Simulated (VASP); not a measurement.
Crystal: TiO2 (Rutile).

```
CELL_PARAMETERS angstrom
4.59400 0.00000 0.00000
0.00000 4.59400 0.00000
0.00000 0.00000 2.95900
ATOMIC_POSITIONS crystal
Ti 0.00000 0.00000 0.00000
Ti 0.50000 0.50000 0.50000
O 0.30428 0.30428 0.00000
O 0.19572 0.80428 0.50000
O 0.69572 0.69572 0.00000
O 0.80428 0.19572 0.50000
```

Base run:

```yaml
Program: VASP 6.6.1
Functional: r2SCAN
Potentials_or_basis: VASP PAW PBE potentials, release 64 (Ti_sv, O)
Cutoff: 520 eV
k_mesh: 7 × 7 × 10
Occupations: fermi-dirac, width 0.02 eV
Spin: no spin polarisation
```

Its results: band gap on the k mesh 2.21 eV, direct; pressure 0.9 GPa; largest force 0.018 eV/Å.

Question: The run is repeated on the same cell with these changes: functional from r2SCAN to PBEsol. What comes out?

Answer: Band gap on the k mesh 1.81 eV, direct; pressure -1.6 GPa; largest force 0.040 eV/Å.

r2SCAN gives the wider gap, since meta-GGAs in the generalised Kohn-Sham scheme recover part of the derivative discontinuity.

Caveats: the PAW data sets were made with another functional, which shifts forces and pressure a little.

A k mesh can miss the band edges.
